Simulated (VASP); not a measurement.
# NaCaF3 (Pm-3m) in VASP: further runs

Aim: see how the results for NaCaF3 move with the level of theory and the settings. Levels: PBE, r2SCAN. Tasks: single point.

Everything below comes from runs of VASP 6.6.1. Logs are shortened: lines on timing, memory, paths and dates and some standing lists are left out, and cuts for length are marked.

### Step 1. The cell of the first run

Symmetry: Pm-3m, No. 221, cubic system. The conventional cell has a = 4.430 Å, b = 4.430 Å, c = 4.430 Å, α = 90.00°, β = 90.00°, γ = 90.00°. Na (site symmetry m-3m) has 12 F at 3.13 Å and 8 Ca at 3.84 Å within 4.1 Å. Ca (site symmetry m-3m) has 6 F at 2.22 Å within 2.9 Å. Within 2.9 Å of F (site symmetry 4/mmm) lie 2 Ca at 2.22 Å.

### Step 2. Single point, PBE

Input file INCAR:

```
PREC = Accurate ; ENCUT = 520
EDIFF = 1E-6 ; ISMEAR = 0
SIGMA = 0.01 ; LREAL = False
LASPH = True ; NELM = 100
ALGO = Normal ; ISIF = 2
LWAVE = False ; LCHARG = True
GGA = PE ; LELF = True
LVHAR = True ; NBANDS = 27
```

Input file KPOINTS:

```
Automatic mesh
0
Gamma
  6 6 6
```

Input file POSCAR:

```
NaCaF3
1.0
    4.4301727690      0.0000000000      0.0000000000
    0.0000000000      4.4301727690      0.0000000000
    0.0000000000      0.0000000000      4.4301727690
Na Ca F
1 1 3
Direct
    0.0000000000      0.0000000000      0.0000000000
    0.5000000000      0.5000000000      0.5000000000
    0.5000000000      0.5000000000      0.0000000000
    0.5000000000      0.0000000000      0.5000000000
    0.0000000000      0.5000000000      0.5000000000
```

Potentials or basis: VASP PAW PBE potentials, release 64 (Na_pv, Ca_sv, F).

The run is started by

```console
cat potpaw_PBE.64/Na_pv/POTCAR potpaw_PBE.64/Ca_sv/POTCAR potpaw_PBE.64/F/POTCAR > POTCAR
mpirun -np 1 vasp_std > vasp.out
```

OUTCAR:

```text
PREC = Accurate
   ENCUT = 520
   EDIFF = 1E-6
   ISMEAR = 0
   LREAL = False
   LASPH = True
   NELM = 100
   ISIF = 2
   GGA = PE

 ion  position               nearest neighbor table
   1  0.000  0.000  0.000-
   2  0.500  0.500  0.500-   3 2.22   4 2.22   5 2.22   3 2.22   4 2.22   5 2.22
   3  0.500  0.500  0.000-   2 2.22   2 2.22
   4  0.500  0.000  0.500-   2 2.22   2 2.22
   5  0.000  0.500  0.500-   2 2.22   2 2.22

  LATTYP: Found a simple cubic cell.
 ALAT       =     4.4301727690

  Lattice vectors:

 A1 = (   4.4301727690,   0.0000000000,   0.0000000000)
 A2 = (   0.0000000000,   4.4301727690,   0.0000000000)
 A3 = (   0.0000000000,   0.0000000000,   4.4301727690)

Analysis of symmetry for initial positions (statically):
=====================================================================
 Subroutine PRICEL returns:
 Original cell was already a primitive cell.

 Routine SETGRP: Setting up the symmetry group for a
 simple cubic supercell.

 Subroutine GETGRP returns: Found 48 space group operations
 (whereof 48 operations were pure point group operations)
 out of a pool of 48 trial point group operations.

The static configuration has the point symmetry O_h .

Analysis of symmetry for dynamics (positions and initial velocities):
=====================================================================
 Subroutine PRICEL returns:
 Original cell was already a primitive cell.

 Routine SETGRP: Setting up the symmetry group for a
 simple cubic supercell.

 Subroutine GETGRP returns: Found 48 space group operations
 (whereof 48 operations were pure point group operations)
 out of a pool of 48 trial point group operations.

The dynamic configuration has the point symmetry O_h .

 Subroutine INISYM returns: Found 48 space group operations
 (whereof 48 operations are pure point group operations),
 and found     1 'primitive' translations

----------------------------------------------------------------------------------------

                                     Primitive cell

  volume of cell :      86.9485

  direct lattice vectors                    reciprocal lattice vectors
     4.430172769  0.000000000  0.000000000     0.225724831  0.000000000  0.000000000
     0.000000000  4.430172769  0.000000000     0.000000000  0.225724831  0.000000000
     0.000000000  0.000000000  4.430172769     0.000000000  0.000000000  0.225724831

  length of vectors
     4.430172769  4.430172769  4.430172769     0.225724831  0.225724831  0.225724831

  position of ions in fractional coordinates (direct lattice)
     0.000000000  0.000000000  0.000000000
     0.500000000  0.500000000  0.500000000
     0.500000000  0.500000000  0.000000000
     0.500000000  0.000000000  0.500000000
     0.000000000  0.500000000  0.500000000

  ion indices of the primitive-cell ions
   primitive index   ion index
                 1           1
                 2           2
                 3           3
                 4           4
                 5           5

----------------------------------------------------------------------------------------

 KPOINTS: Automatic mesh

Automatic generation of k-mesh.
 Grid dimensions read from file:
 generate k-points for:    6    6    6

 Generating k-lattice:

  Cartesian coordinates                     Fractional coordinates (reciprocal lattice)
     0.037620805  0.000000000  0.000000000     0.166666667  0.000000000  0.000000000
     0.000000000  0.037620805  0.000000000     0.000000000  0.166666667  0.000000000
     0.000000000  0.000000000  0.037620805     0.000000000  0.000000000  0.166666667

  Length of vectors
     0.037620805  0.037620805  0.037620805

  Shift w.r.t. Gamma in fractional coordinates (k-lattice)
     0.000000000  0.000000000  0.000000000

 Subroutine IBZKPT returns following result:
 ===========================================

 Found     20 irreducible k-points:

 Following reciprocal coordinates:
            Coordinates               Weight
  0.000000  0.000000  0.000000      1.000000
  0.166667  0.000000  0.000000      6.000000
  0.333333  0.000000  0.000000      6.000000
  0.500000  0.000000  0.000000      3.000000
  0.166667  0.166667  0.000000     12.000000
  0.333333  0.166667  0.000000     24.000000
[... 12 lines left out ...]
  0.500000  0.500000  0.333333      6.000000
  0.500000  0.500000  0.500000      1.000000
   k-points           NKPTS =     20   k-points in BZ     NKDIM =     20   number of bands    NBANDS=     27
   number of dos      NEDOS =    301   number of ions     NIONS =      5
   total plane-waves  NPLWV =  46656
   dimension x,y,z NGX =    36 NGY =   36 NGZ =   36
   dimension x,y,z NGXF=    72 NGYF=   72 NGZF=   72
   ions per type =               1   1   3
   NGX,Y,Z   is equivalent  to a cutoff of  13.51, 13.51, 13.51 a.u.
   NGXF,Y,Z  is equivalent  to a cutoff of  27.02, 27.02, 27.02 a.u.
 SYSTEM =  unknown system
   PREC   = accura    normal or accurate (medium, high low for compatibility)
   ISTART =      0    job   : 0-new  1-cont  2-samecut
   ICHARG =      2    charge: 1-file 2-atom 10-const
   ISPIN  =      1    spin polarized calculation?
   LNONCOLLINEAR =      F non collinear calculations
   LSORBIT =      F    spin-orbit coupling
   LASPH  =      T    aspherical Exc in radial PAW
   ENCUT  =  520.0 eV  38.22 Ry    6.18 a.u.   8.24  8.24  8.24*2*pi/ulx,y,z
   NELM   =    100;   NELMIN=  2; NELMDL= -5     # of ELM steps
   EDIFF  = 0.1E-05   stopping-criterion for ELM
   LREAL  =      F    real-space projection
   EDIFFG = 0.1E-04   stopping-criterion for IOM
   NSW    =      0    number of steps for IOM
   IBRION =     -1    ionic relax: 0-MD 1-quasi-New 2-CG
   NFREE  =      0    steps in history (QN), initial steepest desc. (CG)
   ISIF   =      2    stress and relaxation
   ISYM   =      2    0-nonsym 1-usesym 2-fastsym
   POTIM  = 0.5000    time-step for ionic-motion
   TEBEG  =    0.0;   TEEND  =   0.0 temperature during run
   PSTRESS=    0.0 pullay stress
   NELECT =      38.0000    total number of electrons
   NUPDOWN=      -1.0000    fix difference up-down
   EMIN   =  10.00;   EMAX   =-10.00  energy-range for DOS
   EFERMI =   0.00;   METHOD = LEGACY
   ISMEAR =     0;   SIGMA  =   0.01  broadening in eV -4-tet -1-fermi 0-gaus
   EFERMI_NEDOS =   21; number of points for ismear=-14 and -15
   IALGO  =     38    algorithm
   IMIX   =      4    mixing-type and parameters
     AMIX     =   0.40;   BMIX     =  1.00
     AMIX_MAG =   1.60;   BMIX_MAG =  1.00
  volume/ion in A,a.u.               =      17.39       117.35
  Fermi-wavevector in a.u.,A,eV,Ry     =   1.242364  2.347727 21.000146  1.543467
  Thomas-Fermi vector in A             =   2.376721
   LORBIT       =      0    0 simple, 1 ext, 2 COOP (PROOUT), +10 PAW based schemes
   GGA     = PE    functional components
   LHFCALC =     F    Hartree Fock is set to
   AEXX    =    0.0000 exact exchange contribution
   IVDW    =     0    specifies the selected vdW correction
   LEPSILON=     F    determine dielectric tensor
   LRPA    =     F    only Hartree local field effects (RPA)
 non-spin polarized calculation
 Gauss-broadening in eV      SIGMA  =   0.01
  energy-cutoff  :      520.00
  volume of cell :       86.95
 maximum number of plane-waves:      2364
 NGX is ok and might be reduce to    36
   NGX = 17   NGY = 17   NGZ = 17

 number of electron      37.9999982 magnetization

 Free energy of the ion-electron system (eV)
  ---------------------------------------------------
  ext. energy  EPLUGINS =         0.00000000
  ---------------------------------------------------
  free energy    TOTEN  =       -24.99283861 eV

  energy without entropy =      -24.99283861  energy(sigma->0) =      -24.99283861

 E-fermi :  -2.5347     XC(G=0):  -8.0602

 val. band max:       -2.6233000031   @ k =   0.5000   0.5000   0.5000
 cond. band min:       2.3667359840   @ k =   0.0000   0.0000   0.0000
 fundamental gap:      4.9900359872
 Fermi energy:        -2.5347352570

 k-point     1 :       0.0000    0.0000    0.0000
  band No.  band energies     occupation
      1     -37.8778      2.00000
      2     -23.9866      2.00000
      3     -23.9866      2.00000
      4     -23.9866      2.00000
      5     -21.8664      2.00000
      6     -21.7487      2.00000
[... 19 lines left out ...]
     26      10.0016      0.00000
     27      10.0017      0.00000

 k-point     2 :       0.1667    0.0000    0.0000
  band No.  band energies     occupation
      1     -37.8763      2.00000
      2     -23.9878      2.00000
      3     -23.9865      2.00000
      4     -23.9865      2.00000
      5     -21.9445      2.00000
      6     -21.8075      2.00000
[... 19 lines left out ...]
     26       9.2709      0.00000
     27      10.0657      0.00000

 k-point     3 :       0.3333    0.0000    0.0000
  band No.  band energies     occupation
      1     -37.8733      2.00000
      2     -23.9902      2.00000
      3     -23.9864      2.00000
      4     -23.9864      2.00000
      5     -22.1623      2.00000
      6     -21.8199      2.00000
[... 19 lines left out ...]
     26       9.6472      0.00000
     27      10.2361      0.00000

 k-point     4 :       0.5000    0.0000    0.0000
  band No.  band energies     occupation
      1     -37.8718      2.00000
      2     -23.9914      2.00000
      3     -23.9863      2.00000
      4     -23.9863      2.00000
      5     -22.2626      2.00000
      6     -21.8201      2.00000
[... 19 lines left out ...]
     26       9.8964      0.00000
     27      10.3502      0.00000
[... 396 lines left out ...]
      4     -23.9879      2.00000
      5     -22.2554      2.00000
      6     -22.1608      2.00000
[... 19 lines left out ...]
     26       9.4972      0.00000
     27       9.5892      0.00000

 k-point    19 :       0.5000    0.5000    0.3333
  band No.  band energies     occupation
      1     -37.8613      2.00000
      2     -23.9889      2.00000
      3     -23.9889      2.00000
      4     -23.9878      2.00000
      5     -22.2546      2.00000
      6     -22.2546      2.00000
[... 19 lines left out ...]
     26       9.2049      0.00000
     27       9.6112      0.00000

 k-point    20 :       0.5000    0.5000    0.5000
  band No.  band energies     occupation
      1     -37.8598      2.00000
      2     -23.9884      2.00000
      3     -23.9884      2.00000
      4     -23.9884      2.00000
      5     -22.2541      2.00000
      6     -22.2541      2.00000
[... 19 lines left out ...]
     26       9.4859      0.00000
     27       9.5934      0.00000

------------------------ aborting loop because EDIFF is reached ----------------------------------------

  FORCE on cell =-STRESS in cart. coord.  units (eV):
  Direction    XX          YY          ZZ          XY          YZ          ZX
  --------------------------------------------------------------------------------------
  -------------------------------------------------------------------------------------
  Total        0.1027703      0.1027703      0.1027703      0.0000000     -0.0000000     -0.0000000
  in kB        1.8937214      1.8937214      1.8937214      0.0000000     -0.0000000     -0.0000000
  external PRESSURE =       1.8937214 kB  Pullay stress =       0.0000000 kB

 VOLUME and BASIS-vectors are now :
 -----------------------------------------------------------------------------
  energy-cutoff  :      520.00
  volume of cell :       86.95
      direct lattice vectors                 reciprocal lattice vectors
     4.430172769  0.000000000  0.000000000     0.225724831  0.000000000  0.000000000
     0.000000000  4.430172769  0.000000000     0.000000000  0.225724831  0.000000000
     0.000000000  0.000000000  4.430172769     0.000000000  0.000000000  0.225724831

 POSITION                                       TOTAL-FORCE (eV/Angst)
 -----------------------------------------------------------------------------------
      0.00000      0.00000      0.00000         0.000000      0.000000      0.000000
      2.21509      2.21509      2.21509         0.000000      0.000000      0.000000
      2.21509      2.21509      0.00000         0.000000      0.000000      0.000000
      2.21509      0.00000      2.21509         0.000000      0.000000      0.000000
      0.00000      2.21509      2.21509         0.000000      0.000000      0.000000
 -----------------------------------------------------------------------------------
    total drift:                                0.000000      0.000000      0.000000

  FREE ENERGIE OF THE ION-ELECTRON SYSTEM (eV)
  ---------------------------------------------------
  free  energy   TOTEN  =       -24.9928386093 eV

  energy  without entropy=      -24.9928386093  energy(sigma->0) =      -24.99283861
```

It took 18 s on 1 thread of Intel Xeon 6975P-C (Granite Rapids), shared host; peak memory 0.22 GiB.

Results:

| Quantity | Value |
| --- | --- |
| Free energy | -24.9928 eV |
| Pressure | 0.2 GPa |
| Band gap on the k mesh | 4.99 eV, indirect (least direct gap 5.16 eV) |

Levels at points of the mesh, in eV from the valence-band top:
```
           k point  band 17  band 18  band 19  band 20  band 21  band 22
(0.00, 0.00, 0.00)    -0.17    -0.17    -0.17     4.99     9.33     9.33
(0.50, 0.00, 0.00)    -0.49    -0.22    -0.22     7.02     7.91     9.46
(0.50, 0.50, 0.00)    -0.67    -0.43    -0.01     8.01     9.37     9.37
(0.50, 0.50, 0.50)     0.00     0.00     0.00     8.30     9.80     9.80
```

A k mesh can miss the band edges.

[end of part 1 of 3]
